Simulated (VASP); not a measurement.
# HfC: single point with PBE

HfC:

```
CELL_PARAMETERS angstrom
0.00000 2.32500 2.25525
2.32500 0.00000 2.25525
2.32500 2.32500 0.00000
ATOMIC_POSITIONS crystal
Hf 0.50000 0.50000 0.50000
C 0.00000 0.00000 0.00000
```

This cell differs from its parent crystal: strain +0.000 along x and y, -0.030 along z.

```
Program                : VASP 6.6.1
Task                   : single point
Functional             : PBE
Potentials or basis    : VASP PAW PBE potentials, release 64 (Hf_pv, C)
Cutoff                 : 520 eV
k mesh                 : 18 × 18 × 18
Occupations            : gaussian, width 0.15 eV
Spin                   : no spin polarisation
Dipole correction      : no
Further INCAR settings : ALGO = Normal; EDIFF = 1e-06; NBANDS = 14
```

- Pressure: 7.7 GPa
- Band gap on the k mesh: zero (band 7 reaches 7.33 eV, above the bottom of band 8 at 5.57 eV)

Stress tensor (GPa, compression positive):
```
 2.84  0.00  0.00
 0.00  2.84  0.00
 0.00  0.00 17.45
```

Levels at points of the mesh, in eV from the Fermi level:
| k point | band 4 | band 5 | band 6 | band 7 | band 8 | band 9 | band 10 | band 11 |
| --- | --- | --- | --- | --- | --- | --- | --- | --- |
| (0.00, 0.00, 0.00) | -12.47 | 0.96 | 0.96 | 1.13 | 1.29 | 1.29 | 1.63 | 3.28 |
| (0.50, 0.00, 0.00) | -8.53 | -6.28 | -3.13 | -3.07 | 5.36 | 5.64 | 6.01 | 6.69 |
| (0.50, 0.50, 0.00) | -10.52 | -2.31 | -1.93 | -0.19 | -0.19 | 5.51 | 6.98 | 6.98 |
| (0.50, 0.00, 0.50) | -10.57 | -2.67 | -1.85 | -0.07 | 0.08 | 5.43 | 6.78 | 7.16 |

Wall time 40 s on 1 thread of Intel(R) Xeon(R) 6975P-C (Granite Rapids) (shared host), peak memory 0.28 GiB.

Caveat: the cell differs from its parent crystal (strain +0.000 along x and y, -0.030 along z); spin-orbit coupling is left out, which moves the levels of the heavy elements.
